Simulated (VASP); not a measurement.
Wanted: the native input for a VASP 6.6.1 run.

```
Task                   : single point
Functional             : PBE
Potentials or basis    : VASP PAW PBE potentials, release 64 (Rb_sv)
Cutoff                 : 520 eV
k mesh                 : 7 × 7 × 7
Occupations            : fermi-dirac, width 0.05 eV
Spin                   : no spin polarisation
Dipole correction      : no
Further INCAR settings : ALGO = Normal; EDIFF = 1e-06; NBANDS = 10
```

The structure of Rb lies in POSCAR:

```
Rb
1.0
   -2.8210601435      2.8210601435      2.8210601435
    2.8210601435     -2.8210601435      2.8210601435
    2.8210601435      2.8210601435     -2.8210601435
Rb
1
Direct
    0.0000000000      0.0000000000      0.0000000000
```

These files were run (other wordings do the same):

INCAR

```
ALGO     = Normal         # electronic algorithm
EDIFF    = 1E-6           # SCF threshold, eV
ENCUT    = 520            # plane-wave cutoff, eV
GGA      = PE             # functional
ISIF     = 2              # what is computed and relaxed
ISMEAR   = -1             # smearing method
LASPH    = T              # aspherical terms in the spheres
LCHARG   = F              # write CHGCAR
LREAL    = F              # projectors in reciprocal space
LWAVE    = F              # write WAVECAR
NBANDS   = 10             # bands
NELM     = 80             # most SCF steps
PREC     = Accurate       # precision mode
SIGMA    = 0.05           # smearing width, eV
```

KPOINTS

```
k-points
0
Gamma
  7 7 7
```

Potentials or basis: VASP PAW PBE potentials, release 64 (Rb_sv).

Run with:

```sh
$ cat potpaw_PBE.64/Rb_sv/POTCAR > POTCAR
$ mpirun -np 1 vasp_std > vasp.out
```

It gave:

```
Pressure : 0.0 GPa
```

Wall time 12 s on 1 thread of Intel(R) Xeon(R) Platinum 8375C CPU @ 2.90GHz (Ice Lake) (shared host), peak memory 0.2 GiB.
